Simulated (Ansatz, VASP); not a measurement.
One calculation of Al, two programs

```
Al
1.0
     2.80973    0.00000    0.00000
    -1.40486    2.43330    0.00000
     0.00000    0.00000    4.62795
Al
2
Direct
  0.33333 0.66667 0.25000
  0.66667 0.33333 0.75000
```

Change from the starting cell: volume scaled by 0.95, LAPW.

Alike in both runs: task single point; functional PBE; k mesh 15 × 15 × 8; occupations fermi-dirac, width 0.08 eV; no spin polarisation.

|  | VASP | Ansatz |
| --- | --- | --- |
| version | VASP 6.6.1 | Ansatz 0.2.0 |
| potentials or method | VASP PAW PBE potentials, release 64 (Al), cutoff 520 eV | all-electron LAPW, scalar-relativistic |

```csv
,VASP,Ansatz,Ansatz less VASP
pressure (GPa),4.2,4.3,+0.03
```

Ansatz ran all-electron here, and VASP with PAW potentials.
